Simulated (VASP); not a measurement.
# Al2Cu (Fm-3m) in VASP: further runs

The runs below take Al2Cu through single point, with PBE.

Everything below comes from runs of VASP 6.6.1. Logs are shortened: lines on timing, memory, paths and dates and some standing lists are left out, and cuts for length are marked.

**1. The cell of the first run**

The structure is cubic, space group Fm-3m (No. 225). Conventional cell: a = 5.695 Å, b = 5.695 Å, c = 5.695 Å, α = 90.00°, β = 90.00°, γ = 90.00°. Al (site symmetry -43m) has 4 Cu at 2.47 Å and 6 Al at 2.85 Å within 3.3 Å. Within 3.3 Å of Cu (site symmetry m-3m) lie 8 Al at 2.47 Å.

**2. Single point, PBE**

File INCAR:

```
PREC     = Accurate       # precision mode
ENCUT    = 520            # plane-wave cutoff, eV
EDIFF    = 1E-6           # SCF threshold, eV
ISMEAR   = -1             # smearing method
SIGMA    = 0.15           # smearing width, eV
LREAL    = F              # projectors in reciprocal space
LASPH    = T              # aspherical terms in the spheres
NELM     = 60             # most SCF steps
ALGO     = Normal         # electronic algorithm
ISIF     = 2              # what is computed and relaxed
LWAVE    = F              # write WAVECAR
LCHARG   = F              # write CHGCAR
GGA      = PE             # functional
NBANDS   = 16             # bands
```

File KPOINTS:

```
Automatic mesh
0
Gamma
  14 14 14
```

File POSCAR:

```
Al2Cu
1.0
   -2.0135378402      2.0135378402      2.8475725219
    2.0135378402     -2.0135378402      2.8475725219
    2.0135378402      2.0135378402     -2.8475725219
Al Cu
2 1
Direct
    0.7500000000      0.2500000000      0.5000000000
    0.2500000000      0.7500000000      0.5000000000
    0.5000000000      0.5000000000      0.0000000000
```

Potentials or basis: VASP PAW PBE potentials, release 64 (Al, Cu).

Run with:

```console
$ cat potpaw_PBE.64/Al/POTCAR potpaw_PBE.64/Cu/POTCAR > POTCAR
$ mpirun -np 1 vasp_std > vasp.out
```

OUTCAR:

```text
PREC = Accurate
   ENCUT = 520
   EDIFF = 1E-6
   ISMEAR = -1
   LREAL = F
   LASPH = T
   NELM = 60
   ISIF = 2
   GGA = PE

 ion  position               nearest neighbor table
   1  0.750  0.250  0.500-   3 2.47   3 2.47   3 2.47   3 2.47   2 2.85   2 2.85   2 2.85   2 2.85
                             2 2.85   2 2.85
   2  0.250  0.750  0.500-   3 2.47   3 2.47   3 2.47   3 2.47   1 2.85   1 2.85   1 2.85   1 2.85
                             1 2.85   1 2.85
   3  0.500  0.500  0.000-   1 2.47   2 2.47   1 2.47   2 2.47   2 2.47   1 2.47   2 2.47   1 2.47

  LATTYP: Found a face centered cubic cell.
 ALAT       =     5.6951450439

  Lattice vectors:

 A1 = (   2.0135378402,  -2.0135378402,  -2.8475725219)
 A2 = (   2.0135378402,   2.0135378402,  -2.8475725219)
 A3 = (   4.0270756804,   0.0000000000,   0.0000000000)

Analysis of symmetry for initial positions (statically):
=====================================================================
 Subroutine PRICEL returns:
 Original cell was already a primitive cell.

 Routine SETGRP: Setting up the symmetry group for a
 face centered cubic supercell.

 Subroutine GETGRP returns: Found 48 space group operations
 (whereof 48 operations were pure point group operations)
 out of a pool of 48 trial point group operations.

The static configuration has the point symmetry O_h .

Analysis of symmetry for dynamics (positions and initial velocities):
=====================================================================
 Subroutine PRICEL returns:
 Original cell was already a primitive cell.

 Routine SETGRP: Setting up the symmetry group for a
 face centered cubic supercell.

 Subroutine GETGRP returns: Found 48 space group operations
 (whereof 48 operations were pure point group operations)
 out of a pool of 48 trial point group operations.

The dynamic configuration has the point symmetry O_h .

 Subroutine INISYM returns: Found 48 space group operations
 (whereof 48 operations are pure point group operations),
 and found     1 'primitive' translations

----------------------------------------------------------------------------------------

                                     Primitive cell

  volume of cell :      46.1800

  direct lattice vectors                    reciprocal lattice vectors
    -2.013537840  2.013537840  2.847572522     0.000000000  0.248319148  0.175588153
     2.013537840 -2.013537840  2.847572522     0.248319148  0.000000000  0.175588153
     2.013537840  2.013537840 -2.847572522     0.248319148  0.248319148  0.000000000

  length of vectors
     4.027075680  4.027075680  4.027075680     0.304127602  0.304127602  0.351176306

[... 80 lines left out ...]
   ENCUT  =  520.0 eV  38.22 Ry    6.18 a.u.   7.49  7.49  7.49*2*pi/ulx,y,z
   NELM   =     60;   NELMIN=  2; NELMDL= -5     # of ELM steps
   EDIFF  = 0.1E-05   stopping-criterion for ELM
   LREAL  =      F    real-space projection
[... 7 lines left out ...]
   TEBEG  =    0.0;   TEEND  =   0.0 temperature during run
   PSTRESS=    0.0 pullay stress
   NELECT =      17.0000    total number of electrons
   NUPDOWN=      -1.0000    fix difference up-down
   EMIN   =  10.00;   EMAX   =-10.00  energy-range for DOS
   EFERMI =   0.00;   METHOD = LEGACY
   ISMEAR =    -1;   SIGMA  =   0.15  broadening in eV -4-tet -1-fermi 0-gaus
   EFERMI_NEDOS =   21; number of points for ismear=-14 and -15
   IALGO  =     38    algorithm
   IMIX   =      4    mixing-type and parameters
     AMIX     =   0.40;   BMIX     =  1.00
     AMIX_MAG =   1.60;   BMIX_MAG =  1.00
  volume/ion in A,a.u.               =      15.39       103.88
  Fermi-wavevector in a.u.,A,eV,Ry     =   1.173293  2.217202 18.729993  1.376616
  Thomas-Fermi vector in A             =   2.309708
   LORBIT       =      0    0 simple, 1 ext, 2 COOP (PROOUT), +10 PAW based schemes
   GGA     = PE    functional components
   LHFCALC =     F    Hartree Fock is set to
   AEXX    =    0.0000 exact exchange contribution
   IVDW    =     0    specifies the selected vdW correction
   LEPSILON=     F    determine dielectric tensor
   LRPA    =     F    only Hartree local field effects (RPA)
 non-spin polarized calculation
  energy-cutoff  :      520.00
  volume of cell :       46.18
 maximum number of plane-waves:      1267
 NGX is ok and might be reduce to    30
   NGX = 15   NGY = 15   NGZ = 15

 number of electron      17.0000011 magnetization

 Free energy of the ion-electron system (eV)
  ---------------------------------------------------
  ext. energy  EPLUGINS =         0.00000000
  ---------------------------------------------------
  free energy    TOTEN  =       -11.74376792 eV

  energy without entropy =      -11.68229002  energy(sigma->0) =      -11.71302897

 E-fermi :   7.3717     XC(G=0): -10.5963

 val. band max:        7.3500793884   @ k =   0.4286   0.0714   0.0000
 cond. band min:       7.4033405511   @ k =   0.1429  -0.0000   0.0000
 fundamental gap:      0.0532611627
 Fermi energy:         7.3717221249

 k-point     1 :       0.0000    0.0000    0.0000
  band No.  band energies     occupation
      1      -3.0446      2.00000
      2       2.6819      2.00000
      3       2.6819      2.00000
      4       2.6819      2.00000
      5       3.2538      2.00000
      6       3.2538      2.00000
[... 433 lines left out ...]
      3       2.7596      2.00000
      4       2.8839      2.00000
      5       3.1946      2.00000
      6       3.3221      2.00000
[... 8 lines left out ...]
     15      14.7496      0.00000
     16      18.2170      0.00000

 [... further k-points ...]

------------------------ aborting loop because EDIFF is reached ----------------------------------------

  FORCE on cell =-STRESS in cart. coord.  units (eV):
  Direction    XX          YY          ZZ          XY          YZ          ZX
  --------------------------------------------------------------------------------------
  -------------------------------------------------------------------------------------
  Total        1.4579414      1.4579414      1.4579414      0.0000000      0.0000000     -0.0000000
  in kB       50.5820313     50.5820313     50.5820313      0.0000000      0.0000000     -0.0000000
  external PRESSURE =      50.5820313 kB  Pullay stress =       0.0000000 kB

 VOLUME and BASIS-vectors are now :
 -----------------------------------------------------------------------------
  energy-cutoff  :      520.00
  volume of cell :       46.18
      direct lattice vectors                 reciprocal lattice vectors
    -2.013537840  2.013537840  2.847572522     0.000000000  0.248319148  0.175588153
     2.013537840 -2.013537840  2.847572522     0.248319148  0.000000000  0.175588153
     2.013537840  2.013537840 -2.847572522     0.248319148  0.248319148  0.000000000

 POSITION                                       TOTAL-FORCE (eV/Angst)
 -----------------------------------------------------------------------------------
     -0.00000      2.01354      1.42379        -0.000000     -0.000000      0.000000
      2.01354     -0.00000      1.42379         0.000000      0.000000     -0.000000
      0.00000      0.00000      2.84757        -0.000000     -0.000000      0.000000
 -----------------------------------------------------------------------------------
    total drift:                                0.000000     -0.000000      0.000000

  FREE ENERGIE OF THE ION-ELECTRON SYSTEM (eV)
  ---------------------------------------------------
  free  energy   TOTEN  =       -11.7437679194 eV

  energy  without entropy=      -11.6822900205  energy(sigma->0) =      -11.71302897
```

stdout:

```text
POSCAR found type information on POSCAR AlCu
 POSCAR found :  2 types and       3 ions
 scaLAPACK will be used
 LDA part: xc-table for (Slater+PW92), standard interpolation
 POSCAR, INCAR and KPOINTS ok, starting setup
 FFT: planning ... GRIDC
 FFT: planning ... GRID_SOFT
 FFT: planning ... GRID
 WAVECAR not read
 entering main loop
```

Wall time 70 s (1 thread of Intel Xeon Platinum 8259CL at 2.50GHz (Skylake/Cascade Lake), shared host); peak memory 0.22 GiB.

Results:

```yaml
Free_energy: -11.7438 eV
Pressure: 5.1 GPa
Band_gap_on_the_k_mesh: zero (an odd number of electrons rules out a gap without spin polarisation)
```

Levels at points of the mesh, in eV from the Fermi level:
```csv
k point,band 6,band 7,band 8,band 9,band 10,band 11,band 12,band 13
"(0.00, 0.00, 0.00)",-4.12,2.93,2.93,2.93,2.99,2.99,2.99,4.52
"(0.50, 0.00, 0.00)",-4.05,-4.05,0.61,0.61,2.97,2.97,3.97,4.48
"(0.50, 0.50, 0.00)",-3.95,-3.82,-2.04,-2.04,0.43,1.53,9.07,10.89
```

Caveat: the cell stands under pressure.

**3. Single point, PBE (15.81 Å³/atom)**

This run uses another cell than the first one, of 15.81 Å³/atom.

File INCAR:

```
PREC = Accurate ; ENCUT = 520
EDIFF = 1E-6 ; ISMEAR = -1
SIGMA = 0.15 ; LREAL = False
LASPH = True ; NELM = 80
ALGO = Normal ; ISIF = 2
LWAVE = False ; LCHARG = False
GGA = PE ; NBANDS = 16
```

File KPOINTS:

```
regular mesh
0
Gamma
  14 14 14
```

File POSCAR:

```
Al2Cu
1.0
   -2.0315510932      2.0315510932      2.8730496250
    2.0315510932     -2.0315510932      2.8730496250
    2.0315510932      2.0315510932     -2.8730496250
Al Cu
2 1
Direct
    0.7500000000      0.2500000000      0.5000000000
    0.2500000000      0.7500000000      0.5000000000
    0.5000000000      0.5000000000      0.0000000000
```

Potentials or basis: VASP PAW PBE potentials, release 64 (Al, Cu).

Run with:

```console
$ cat potpaw_PBE.64/Al/POTCAR potpaw_PBE.64/Cu/POTCAR > POTCAR
$ mpirun -np 1 vasp_std > vasp.out
```

Run time: 72 s. Hardware: 1 thread of Intel Xeon Platinum 8259CL at 2.50GHz (Skylake/Cascade Lake), shared host; peak memory 0.22 GiB.

It converged, with:

```yaml
Free_energy: -11.7724 eV
Pressure: 2.1 GPa
Band_gap_on_the_k_mesh: zero (an odd number of electrons rules out a gap without spin polarisation)
```

Levels at points of the mesh, in eV from the Fermi level:
```
           k point  band 5  band 6  band 7  band 8  band 9  band 10  band 11  band 12  band 13  band 14
(0.00, 0.00, 0.00)   -4.02   -4.02    2.90    2.90    2.90     2.92     2.92     2.92     4.23     6.97
(0.50, 0.00, 0.00)   -3.98   -3.96   -3.96    0.61    0.61     2.91     2.91     3.79     4.39     9.77
(0.50, 0.50, 0.00)   -4.08   -3.87   -3.74   -1.99   -1.99     0.32     1.54     9.00    10.62    10.62
```

**4. Single point, PBE**

This run uses another cell than the first one, of 16.13 Å³/atom.

File INCAR:

```
PREC = Accurate ; ENCUT = 520
EDIFF = 1E-6 ; ISMEAR = -1
SIGMA = 0.15 ; LREAL = F
LASPH = T ; NELM = 60
ALGO = Normal ; ISIF = 2
LWAVE = F ; LCHARG = F
GGA = PE ; NBANDS = 16
```

File KPOINTS:

```
Automatic mesh
0
Gamma
  14 14 14
```

File POSCAR:

```
Al2Cu
1.0
   -2.0452782062      2.0452782062      2.8924627113
    2.0452782062     -2.0452782062      2.8924627113
    2.0452782062      2.0452782062     -2.8924627113
Al Cu
2 1
Direct
    0.7500000000      0.2500000000      0.5000000000
    0.2500000000      0.7500000000      0.5000000000
    0.5000000000      0.5000000000      0.0000000000
```

Potentials or basis: VASP PAW PBE potentials, release 64 (Al, Cu).

Run with:

```console
$ cat potpaw_PBE.64/Al/POTCAR potpaw_PBE.64/Cu/POTCAR > POTCAR
$ mpirun -np 1 vasp_std > vasp.out
```

OUTCAR:

```text
PREC = Accurate
   ENCUT = 520
   EDIFF = 1E-6
   ISMEAR = -1
   LREAL = F
   LASPH = T
   NELM = 60
   ISIF = 2
   GGA = PE

 ion  position               nearest neighbor table
   1  0.750  0.250  0.500-   3 2.50   3 2.50   3 2.50   3 2.50   2 2.89   2 2.89   2 2.89   2 2.89
                             2 2.89   2 2.89
   2  0.250  0.750  0.500-   3 2.50   3 2.50   3 2.50   3 2.50   1 2.89   1 2.89   1 2.89   1 2.89
                             1 2.89   1 2.89
   3  0.500  0.500  0.000-   2 2.50   1 2.50   1 2.50   2 2.50   1 2.50   2 2.50   2 2.50   1 2.50

  LATTYP: Found a face centered cubic cell.
[... 651 lines left out ...]
  Direction    XX          YY          ZZ          XY          YZ          ZX
  --------------------------------------------------------------------------------------
  -------------------------------------------------------------------------------------
  Total        0.0229451      0.0229451      0.0229451      0.0000000      0.0000000      0.0000000
  in kB        0.7595706      0.7595706      0.7595719      0.0000000      0.0000000      0.0000000
  external PRESSURE =       0.7595710 kB  Pullay stress =       0.0000000 kB

 VOLUME and BASIS-vectors are now :
 -----------------------------------------------------------------------------
  energy-cutoff  :      520.00
  volume of cell :       48.40
      direct lattice vectors                 reciprocal lattice vectors
    -2.045278206  2.045278206  2.892462711     0.000000000  0.244465520  0.172863075
     2.045278206 -2.045278206  2.892462711     0.244465520  0.000000000  0.172863075
     2.045278206  2.045278206 -2.892462711     0.244465520  0.244465520  0.000000000

 POSITION                                       TOTAL-FORCE (eV/Angst)
 -----------------------------------------------------------------------------------
      0.00000      2.04528      1.44623         0.000000     -0.000000     -0.000000
      2.04528      0.00000      1.44623        -0.000000      0.000000     -0.000000
      0.00000      0.00000      2.89246         0.000000      0.000000      0.000000
 -----------------------------------------------------------------------------------
    total drift:                                0.000000     -0.000000      0.000000

  FREE ENERGIE OF THE ION-ELECTRON SYSTEM (eV)
  ---------------------------------------------------
  free  energy   TOTEN  =       -11.7795843614 eV

  energy  without entropy=      -11.7156063574  energy(sigma->0) =      -11.74759536
```

Run time: 72 s. Hardware: 1 thread of Intel Xeon Platinum 8259CL at 2.50GHz (Skylake/Cascade Lake), shared host; peak memory 0.22 GiB.

Results:

```yaml
Free_energy: -11.7796 eV
Pressure: 0.1 GPa
Band_gap_on_the_k_mesh: zero (an odd number of electrons rules out a gap without spin polarisation)
```

(Part 1 of 2 ends here.)

The gap in the log of VASP goes by the Fermi energy; the results here count the filled bands.